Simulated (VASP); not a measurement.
A run of VASP 6.6.1:

Contents of INCAR:

```
ALGO = Normal ; EDIFF = 1E-6
ENCUT = 520 ; GGA = PE
ISIF = 2 ; ISMEAR = 0
LASPH = True ; LCHARG = False
LREAL = False ; LWAVE = False
NBANDS = 61 ; NELM = 100
PREC = Accurate ; SIGMA = 0.1
```

The input KPOINTS:

```
k-points
0
Gamma
  4 4 2
```

POSCAR

```
ZnSn2N2
1.0
    5.7642001319     -0.0686455352     -0.0024352358
    2.3321799524      4.7830057008     -0.0066725348
    0.0038324267      0.0063305791      6.7435149777
Zn Sn N
2 4 4
Direct
    0.8097747130      0.6161819150      0.2498475862
    0.6088313771      0.5034463888      0.7500264987
    1.0124972476      0.0637268594      0.2499944655
    1.0053684754     -0.0037546624      0.7500337216
    0.4748647789      0.1422186584      0.5031833347
    0.4747689765      0.1423585763      0.9968848562
    0.4229728287      0.9147937916      0.2499963226
    0.4048757828      0.9002768978      0.7500226351
    0.8929744241      0.8611014421      0.0228475319
    0.8930713960      0.8611290731      0.4771630475
```

Potentials or basis: VASP PAW PBE potentials, release 64 (Zn, Sn_d, N).

Command:

```console
$ cat potpaw_PBE.64/Zn/POTCAR potpaw_PBE.64/Sn_d/POTCAR potpaw_PBE.64/N/POTCAR > POTCAR
$ mpirun -np 1 vasp_std > vasp.out
```

Hardware: 1 thread of Oxide Virtual Turin-like Processor (shared host).

Question: How long does it take, and how much memory?

Answer: Wall time 8.8 min on 1 thread of Oxide Virtual Turin-like Processor (shared host), peak memory 0.37 GiB. Counts: scf iterations 17, k points 20.
